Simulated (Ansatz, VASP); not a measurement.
## MnHg in VASP and in Ansatz

INCAR

```
SYSTEM = MnHg
ALGO = Normal
EDIFF = 1E-6
ENCUT = 520
GGA = PE
ISIF = 2
ISMEAR = -1
LASPH = .TRUE.
LCHARG = .FALSE.
LREAL = .FALSE.
LWAVE = .FALSE.
NBANDS = 20
NELM = 80
PREC = Accurate
SIGMA = 0.1
```

KPOINTS

```
k-points
0
G
  10 10 10
  0 0 0
```

The input POSCAR:

```
MnHg
1.0
    3.3693539228      0.0000000000      0.0000000000
    0.0000000000      3.3693539228      0.0000000000
    0.0000000000      0.0000000000      3.3693539228
Mn Hg
1 1
Direct
    0.5000000000      0.5000000000      0.5000000000
    0.0000000000      0.0000000000      0.0000000000
```

Input for Ansatz:

```yaml
crystal:
  lattice:
    - [3.3693539228, 0.0, 0.0]
    - [0.0, 3.3693539228, 0.0]
    - [0.0, 0.0, 3.3693539228]
  atoms:
    - { symbol: Mn, position: [0.5, 0.5, 0.5] }
    - { symbol: Hg, position: [0.0, 0.0, 0.0] }
kpoints:
  mp_grid: { grid: [10, 10, 10] }
scf:
  occupations: { method: fermi_dirac, width: 0.1 }
  lower_state_search: "off"
hamiltonian:
  xc: pbe
  pseudopotentials: { kind: paw }
output:
  forces: true
  stress: true
  eigenvalues: true
```

Change from the starting cell: volume scaled by 1.05, no spin polarisation, PAW files.

Alike in both runs: task single point; functional PBE; k mesh 10 × 10 × 10; occupations fermi-dirac, width 0.1 eV; no spin polarisation.

|  | VASP | Ansatz |
| --- | --- | --- |
| version | VASP 6.6.1 | Ansatz 0.2.0 |
| potentials or method | VASP PAW PBE potentials, release 64 (Mn_pv, Hg) | PAW with Ansatz's default frozen-core files, scalar-relativistic |
| plane-wave cutoff (eV) | 520 | 420 |
| valence electrons in the cell | 25 | 35 |

```csv
,VASP,Ansatz,Ansatz less VASP
pressure (GPa),-16.2,-16.7,-0.53
```

VASP's potentials hold 25 valence electrons a cell and Ansatz's 35, so a difference there can come from the potentials and not from the codes.

Neither program's run includes spin-orbit coupling.
